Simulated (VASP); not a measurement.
The system is CsMoPb4.

```
Cs Mo Pb
1.0
     3.99140    0.00000    0.00000
    -1.99570    3.45666    0.00000
     0.00000    0.00000   15.10964
Cs Mo Pb
1 1 4
Direct
  0.00000 0.00000 0.00000
  0.00000 0.00000 0.50000
  0.33333 0.66667 0.87803
  0.33333 0.66667 0.37132
  0.66667 0.33333 0.62868
  0.66667 0.33333 0.12197
```

The cell was built from a structure type or drawn by symmetry, and may not be a known phase.

```yaml
Program: VASP 6.6.1
Task: relaxation of cell and atoms
Functional: PBE
Potentials_or_basis: VASP PAW PBE potentials, release 64 (Cs_sv, Mo_sv, Pb_d)
Cutoff: 600 eV
k_mesh: 6 × 6 × 1
Occupations: gaussian, width 0.1 eV
Spin: no spin polarisation
```

At the start: pressure 4.2 GPa; volume 34.74 Å³/atom.

Q: How do energy, volume and symmetry change on relaxing?

A: Over 27 steps the energy falls by 984.8 meV/atom and the volume is 30.10 Å³/atom (-13.4 %); space group P-3m1 (No. 164, to 0.1 Å) before and after.

Step by step:
| step | energy change (eV) | largest force (eV/Å) | pressure (GPa) | volume (Å³) |
| --- | --- | --- | --- | --- |
| 1 | 0.0000 | 4.1511 | 4.25 | 208.47 |
| 2 | -1.6341 | 2.1942 | -2.18 | 237.33 |
| 3 | -1.8458 | 1.6091 | -3.76 | 252.01 |
| 4 | -3.4062 | 1.3870 | -3.43 | 230.88 |
| 5 | -4.3937 | 2.5696 | 10.96 | 169.45 |
| 6 | -5.1058 | 0.9457 | -0.84 | 201.00 |
| 7 | -5.2423 | 1.2089 | 3.21 | 185.23 |
| 8 | -5.2852 | 0.8848 | 1.66 | 190.06 |
| 9 | -5.4694 | 0.3362 | -0.45 | 196.58 |
| 10 | -5.4754 | 0.2378 | -0.84 | 198.33 |
| 11 | -5.5260 | 0.3274 | -0.07 | 192.46 |
| 12 | -5.5460 | 0.4025 | 0.90 | 186.72 |
| 13 | -5.5759 | 0.3503 | 0.79 | 185.85 |
| 14 | -5.6540 | 0.1695 | 0.64 | 183.21 |
| 15 | -5.7342 | 0.4122 | 0.79 | 177.81 |
| 16 | -5.7848 | 0.6302 | 0.37 | 178.32 |
| 17 | -5.7850 | 0.6393 | 0.36 | 178.34 |
| 18 | -5.8410 | 0.4606 | 0.14 | 179.34 |
| 19 | -5.8977 | 0.1316 | -0.14 | 181.81 |
| 20 | -5.8977 | 0.1383 | -0.15 | 181.74 |
| 21 | -5.9006 | 0.1172 | -0.04 | 181.16 |
| 22 | -5.9028 | 0.1184 | 0.27 | 179.99 |
| 23 | -5.9047 | 0.0922 | 0.15 | 180.39 |
| 24 | -5.9057 | 0.0549 | -0.06 | 180.98 |
| 25 | -5.9068 | 0.0522 | -0.09 | 180.90 |
| 26 | -5.9085 | 0.0407 | -0.13 | 180.66 |
| 27 | -5.9085 | 0.0382 | -0.13 | 180.60 |

Final structure:
```
CELL_PARAMETERS angstrom
3.52792 0.00000 0.00000
-1.76396 3.05527 0.00000
0.00000 0.00000 16.75546
ATOMIC_POSITIONS crystal
Cs 0.00000 0.00000 0.00000
Mo 0.00000 0.00000 0.50000
Pb 0.33333 0.66667 0.79862
Pb 0.33333 0.66667 0.37522
Pb 0.66667 0.33333 0.62478
Pb 0.66667 0.33333 0.20138
```

Caveat: the k points lie up to 0.37 Å⁻¹ apart in the final cell, too coarse for converged energies and pressures of a metal.
